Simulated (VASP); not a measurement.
Here is a VASP 6.6.1 calculation.

File POSCAR:

```
TiAl3
1.0
    4.1138981000      0.0000000000      0.0000000000
    0.0000000000      4.1138981000      0.0000000000
    0.0000000000      0.0000000000      3.8607351400
Ti Al
1 3
Direct
    0.0000000000      0.0000000000      0.0000000000
    0.5000000000      0.5000000000      0.0000000000
    0.5000000000      0.0000000000      0.5000000000
    0.0000000000      0.5000000000      0.5000000000
```

INCAR.step1

```
PREC     = Accurate       # precision mode
ENCUT    = 520            # plane-wave cutoff, eV
ISMEAR   = 0              # smearing method
SIGMA    = 0.1            # smearing width, eV
LREAL    = F              # projectors in reciprocal space
LASPH    = T              # aspherical terms in the spheres
NELM     = 60             # most SCF steps
NBANDS   = 18             # bands
GGA      = PE             # functional
ALGO     = Normal         # electronic algorithm
EDIFF    = 1E-4           # SCF threshold, eV
LWAVE    = T              # write WAVECAR
LCHARG   = F              # write CHGCAR
```

Contents of INCAR.step2:

```
PREC     = Accurate       # precision mode
ENCUT    = 520            # plane-wave cutoff, eV
EDIFF    = 1E-7           # SCF threshold, eV
ISMEAR   = 0              # smearing method
SIGMA    = 0.1            # smearing width, eV
LREAL    = F              # projectors in reciprocal space
LASPH    = T              # aspherical terms in the spheres
NELM     = 60             # most SCF steps
ALGO     = Normal         # electronic algorithm
ISIF     = 2              # what is computed and relaxed
LWAVE    = F              # write WAVECAR
LCHARG   = F              # write CHGCAR
METAGGA  = R2SCAN         # meta-GGA
LMIXTAU  = T            
NBANDS   = 18             # bands
ISTART   = 1
```

The input KPOINTS:

```
Automatic mesh
0
Gamma
  14 14 14
```

Potentials or basis: VASP PAW PBE potentials, release 64 (Ti_sv, Al).

Launch:

```bash
$ cat potpaw_PBE.64/Ti_sv/POTCAR potpaw_PBE.64/Al/POTCAR > POTCAR
$ cp INCAR.step1 INCAR
$ mpirun -np 1 vasp_std > vasp.out
$ cp INCAR.step2 INCAR
$ mpirun -np 1 vasp_std > vasp.out
```

Problem. Predict the band gap on the k mesh.

Solution. Zero (an odd number of electrons rules out a gap without spin polarisation).

Problem. Estimate the pressure.

Solution. -5.5 GPa.

Stress tensor (GPa, compression positive):
```
-7.95  0.00  0.00
 0.00 -7.95  0.00
 0.00  0.00 -0.54
```

Caveat: the cell differs from its parent crystal (biaxial strain in the a-b plane: +4.0 %); the stress differs along the axes, from -8 to -1 GPa; the PAW data sets were made with another functional, which shifts forces and pressure a little.
